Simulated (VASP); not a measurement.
# Co (P6_3/mmc) in VASP: notebook, part 2 of 2

VASP 6.6.1.

## (3) Single point, PBEsol, collinear spin, ferromagnetic start (volume scaled by 1.04)

Contents of INCAR:

```
ALGO = Normal
EDIFF = 1E-7
ENCUT = 520
GGA = PS
ISIF = 2
ISMEAR = -1
ISPIN = 2
LASPH = True
LCHARG = False
LMAXMIX = 4
LORBIT = 11
LREAL = False
LWAVE = False
MAGMOM = 1.634 1.634
NBANDS = 20
NELM = 150
PREC = Accurate
SIGMA = 0.05
```

Contents of KPOINTS:

```
k-points
0
Gamma
  24 24 13
```

Contents of POSCAR:

```
Co
1.0
    2.4861621958      0.0000000000      0.0000000000
   -1.2430810979      2.1530796195      0.0000000000
    0.0000000000      0.0000000000      4.0197872237
Co
2
Direct
    0.3333333333      0.6666666667      0.2500000000
    0.6666666667      0.3333333333      0.7500000000
```

Potentials or basis: VASP PAW PBE potentials, release 64 (Co).

Run with:

```sh
$ cat potpaw_PBE.64/Co/POTCAR > POTCAR
$ mpirun -np 1 vasp_std > vasp.out
```

OUTCAR:

```text
EDIFF = 1E-7
   ENCUT = 520
   GGA = PS
   ISIF = 2
   ISMEAR = -1
   ISPIN = 2
   LASPH = True
   LORBIT = 11
   LREAL = False
   NELM = 150
   PREC = Accurate

 ion  position               nearest neighbor table
   1  0.333  0.667  0.250-   2 2.47   2 2.47   2 2.47   2 2.47   2 2.47   2 2.47
   2  0.667  0.333  0.750-   1 2.47   1 2.47   1 2.47   1 2.47   1 2.47   1 2.47

  LATTYP: Found a hexagonal cell.
 ALAT       =     2.4861621958
 C/A-ratio  =     1.6168644308

  Lattice vectors:

 A1 = (   2.4861621958,   0.0000000000,   0.0000000000)
 A2 = (  -1.2430810979,   2.1530796195,   0.0000000000)
 A3 = (   0.0000000000,   0.0000000000,   4.0197872237)

Analysis of symmetry for initial positions (statically):
=====================================================================
 Subroutine PRICEL returns:
 Original cell was already a primitive cell.

 Routine SETGRP: Setting up the symmetry group for a
 hexagonal supercell.

[... 751 lines left out ...]
      3       9.1900      1.00000
      4       9.2149      1.00000
      5       9.2149      1.00000
      6       9.5861      0.99999
[... 541 lines left out ...]
     19      33.2910      0.00000
     20      35.0750      0.00000

 [... further k-points ...]

------------------------ aborting loop because EDIFF is reached ----------------------------------------

  FORCE on cell =-STRESS in cart. coord.  units (eV):
  Direction    XX          YY          ZZ          XY          YZ          ZX
  --------------------------------------------------------------------------------------
  -------------------------------------------------------------------------------------
  Total       -1.1734569     -1.1734569     -1.2260120      0.0000000      0.0000000      0.0000000
  in kB      -87.3745842    -87.3745842    -91.2877908      0.0000000      0.0000000      0.0000000
  external PRESSURE =     -88.6789864 kB  Pullay stress =       0.0000000 kB

 VOLUME and BASIS-vectors are now :
 -----------------------------------------------------------------------------
  energy-cutoff  :      520.00
  volume of cell :       21.52
      direct lattice vectors                 reciprocal lattice vectors
     2.486162196  0.000000000  0.000000000     0.402226372  0.232225504  0.000000000
    -1.243081098  2.153079620  0.000000000     0.000000000  0.464451008  0.000000000
     0.000000000  0.000000000  4.019787224     0.000000000  0.000000000  0.248769386

 POSITION                                       TOTAL-FORCE (eV/Angst)
 -----------------------------------------------------------------------------------
     -0.00000      1.43539      1.00495         0.000000     -0.000000      0.000000
      1.24308      0.71769      3.01484        -0.000000      0.000000      0.000000
 -----------------------------------------------------------------------------------
    total drift:                                0.000000      0.000000     -0.000000

  FREE ENERGIE OF THE ION-ELECTRON SYSTEM (eV)
  ---------------------------------------------------
  free  energy   TOTEN  =       -15.4554017892 eV

  energy  without entropy=      -15.4407469746  energy(sigma->0) =      -15.44807438

 total charge

# of ion       s       p       d       tot
------------------------------------------
    1        0.492   0.532   7.263   8.287
    2        0.492   0.532   7.263   8.287
--------------------------------------------------
tot          0.985   1.064  14.526  16.575

 magnetization (x)

# of ion       s       p       d       tot
------------------------------------------
    1       -0.015  -0.051   1.678   1.612
    2       -0.015  -0.051   1.678   1.612
--------------------------------------------------
tot         -0.030  -0.103   3.356   3.223
```

It took 4.5 min on 1 thread of Intel Xeon 6975P-C, shared host; peak memory 0.34 GiB.

Results:

* Free energy: -15.4554 eV
* Pressure: -8.9 GPa
* Net moment: 3.20 μB per cell
* Site moments: Co +1.61 μB
* Valence electrons inside the program's atomic spheres: Co 8.29

Stress tensor (GPa, compression positive):
```
-8.74  0.00  0.00
 0.00 -8.74  0.00
 0.00  0.00 -9.13
```

Levels at points of the mesh, in eV from the Fermi level:
Spin up:
| k point | band 9 | band 10 | band 11 | band 12 | band 13 | band 14 |
| --- | --- | --- | --- | --- | --- | --- |
| (0.00, 0.00, 0.00) | -1.90 | -0.78 | -0.78 | -0.13 | 6.42 | 22.00 |
| (0.50, 0.00, 0.00) | -0.55 | -0.50 | 1.32 | 3.34 | 9.71 | 10.37 |
Spin down:
| k point | band 3 | band 4 | band 5 | band 6 | band 7 | band 8 | band 9 | band 10 | band 11 | band 12 |
| --- | --- | --- | --- | --- | --- | --- | --- | --- | --- | --- |
| (0.00, 0.00, 0.00) | -0.99 | -0.97 | -0.97 | -0.60 | -0.60 | -0.17 | -0.17 | -0.12 | 1.06 | 1.06 |
| (0.50, 0.00, 0.00) | -3.27 | -1.85 | -1.13 | -1.04 | -0.62 | 1.20 | 1.33 | 1.37 | 2.57 | 4.34 |

Caveat: the PAW data sets were made with another functional, which shifts forces and pressure a little.
